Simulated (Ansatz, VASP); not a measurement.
**One calculation of NaHf3, two programs**

```
CELL_PARAMETERS angstrom
4.48915 0.00000 0.00000
0.00000 4.48915 0.00000
0.00000 0.00000 4.48915
ATOMIC_POSITIONS crystal
Na 0.00000 0.00000 0.00000
Hf 0.00000 0.50000 0.50000
Hf 0.50000 0.00000 0.50000
Hf 0.50000 0.50000 0.00000
```

Alike in both runs: functional PBE; k mesh 4 × 4 × 4; occupations gaussian, width 0.1 eV; no spin polarisation.

Ansatz relaxed the structure, and its values are those at the end. VASP's run is a single point on that final structure, the one shown.

|  | VASP | Ansatz |
| --- | --- | --- |
| version | VASP 6.6.1 | Ansatz 0.2.0 |
| potentials or method | VASP PAW PBE potentials, release 64 (Na_pv, Hf_pv), cutoff 520 eV | scalar-relativistic, plane waves, PAW |
| valence electrons in the cell | 37 | 87 |

|  | VASP | Ansatz | Ansatz less VASP |
| --- | --- | --- | --- |
| gap on the k mesh at the Fermi level (eV) | none | none | - |
| pressure (GPa) | 0.0 | 0.2 | +0.19 |

A gap of «none» marks a metal or a gap that the smearing closes. VASP's potentials hold 37 valence electrons a cell and Ansatz's 87, so a difference there can come from the potentials and not from the codes.

Neither program's run includes spin-orbit coupling.
